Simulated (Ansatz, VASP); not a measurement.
**One calculation of Ga2W, two programs**

INCAR

```
SYSTEM = Ga2W
PREC = Accurate
ENCUT = 520
EDIFF = 1E-6
ISMEAR = 0
SIGMA = 0.1
LREAL = .False.
LASPH = .True.
NELM = 80
ALGO = Fast
ISIF = 2
LWAVE = .False.
LCHARG = .True.
GGA = PE
LELF = .True.
LVHAR = .True.
NBANDS = 49
```

File KPOINTS:

```
Automatic mesh
0
Gamma
  6 6 6
  0 0 0
```

POSCAR

```
Ga2W
1.0
   -1.9527014835      1.9527014835      6.7894947850
    1.9527014835     -1.9527014835      6.7894947850
    1.9527014835      1.9527014835     -6.7894947850
Ga W
4 2
Direct
    0.4165000000      0.4165000000      0.0000000000
    0.1665000000      0.6665000000      0.5000000000
    0.3335000000      0.8335000000      0.5000000000
    0.5835000000      0.5835000000      0.0000000000
    0.0000000000      0.0000000000      0.0000000000
    0.7500000000      0.2500000000      0.5000000000
```

Input for Ansatz:

```yaml
crystal:
  lattice:
    - [-1.9527014835, 1.9527014835, 6.789494785]
    - [1.9527014835, -1.9527014835, 6.789494785]
    - [1.9527014835, 1.9527014835, -6.789494785]
  atoms:
    - { symbol: Ga, position: [0.4165, 0.4165, 0.0] }
    - { symbol: Ga, position: [0.1665, 0.6665, 0.5] }
    - { symbol: Ga, position: [0.3335, 0.8335, 0.5] }
    - { symbol: Ga, position: [0.5835, 0.5835, 0.0] }
    - { symbol: W, position: [0.0, 0.0, 0.0] }
    - { symbol: W, position: [0.75, 0.25, 0.5] }
basis:
  ecutwfc: 420
kpoints:
  mp_grid: { grid: [6, 6, 6] }
hamiltonian:
  xc: pbe
scf:
  occupations: { method: gaussian, width: 0.1 }
  lower_state_search: "off"
output:
  forces: true
  stress: true
  eigenvalues: true
```

Alike in both runs: task single point; functional PBE; k mesh 6 × 6 × 6; occupations gaussian, width 0.1 eV; no spin polarisation.

|  | VASP | Ansatz |
| --- | --- | --- |
| version | VASP 6.6.1 | Ansatz 0.2.0 |
| potentials or method | VASP PAW PBE potentials, release 64 (Ga_d, W_sv), cutoff 520 eV | scalar-relativistic, plane waves, PAW |
| valence electrons in the cell | 80 | 80 |

VASP gave:

* gap on the k mesh at the Fermi level (eV): none
* pressure (GPa): -3.7
* traceless stress, the component that is largest in VASP (GPa): 11.08
* rms of the force components (eV/Å): 0.010

Q: What did Ansatz give for the same quantities?

A: gap on the k mesh at the Fermi level (eV): none; pressure (GPa): -4.0; traceless stress, the component that is largest in VASP (GPa): 11.00; rms of the force components (eV/Å): 0.010.

Atom by atom the forces differ by 0.000 eV/Å (rms over components). A gap of «none» marks a metal or a gap that the smearing closes.

The k mesh is coarse, so the values compare programs but aren't converged. Neither program's run includes spin-orbit coupling.
